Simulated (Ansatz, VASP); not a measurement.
**One calculation of Cs4Sb, two programs**

```
CELL_PARAMETERS angstrom
-4.60536 4.60536 4.60536
4.60536 -4.60536 4.60536
4.60536 4.60536 -4.60536
ATOMIC_POSITIONS crystal
Cs 0.50000 0.50000 0.50000
Cs 0.00000 0.00000 0.50000
Cs 0.00000 0.50000 0.00000
Cs 0.50000 0.00000 0.00000
Sb 0.00000 0.00000 0.00000
```

Alike in both runs: functional PBE; k mesh 6 × 6 × 6; occupations gaussian, width 0.1 eV; no spin polarisation.

Ansatz relaxed the structure, and its values are those at the end. VASP's run is a single point on that final structure, the one shown.

```csv
,VASP,Ansatz
version,VASP 6.6.1,Ansatz 0.2.0
potentials or method,"VASP PAW PBE potentials, release 64 (Cs_sv, Sb), cutoff 520 eV","scalar-relativistic, plane waves, PAW"
valence electrons in the cell,41,51
```

```tsv
	VASP	Ansatz	Ansatz less VASP
gap on the k mesh at the Fermi level (eV)	none	none	-
pressure (GPa)	0.0	0.0	-0.01
```

A gap of «none» marks a metal or a gap that the smearing closes. VASP's potentials hold 41 valence electrons a cell and Ansatz's 51, so a difference there can come from the potentials and not from the codes.

Neither program's run includes spin-orbit coupling.
